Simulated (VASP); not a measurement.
PbS:

```
Pb S
1.0
    -0.00747    2.98723    2.98723
     2.98723   -0.00747    2.98723
     2.97976    2.97976    0.00000
Pb S
1 1
Direct
  0.00000 0.00000 0.00000
  0.50000 0.50000 0.50000
```

This cell differs from its parent crystal: shear xy strain -0.5%.

Base run:

```yaml
Program: VASP 6.6.1
Functional: r2SCAN
Potentials_or_basis: VASP PAW PBE potentials, release 64 (Pb_d, S)
Cutoff: 520 eV
k_mesh: 8 × 8 × 8
Occupations: gaussian, width 0.01 eV
Spin: no spin polarisation
```

Its results: band gap on the k mesh 0.68 eV, indirect (least direct gap 0.70 eV); pressure 0.0 GPa.

Problem. The run is repeated on the same cell with these changes: functional from r2SCAN to PBE; k mesh from 8 × 8 × 8 to 4 × 4 × 4. What comes out?

Solution. Band gap on the k mesh 0.42 eV, indirect (least direct gap 0.44 eV); pressure 0.9 GPa.

Several settings changed at once, so the effect can't be laid on one alone.

Caveats: some runs use coarse meshes; spin-orbit coupling is left out, which moves the levels of the heavy elements; the PAW data sets were made with another functional, which shifts forces and pressure a little (some runs).

A k mesh can miss the band edges.
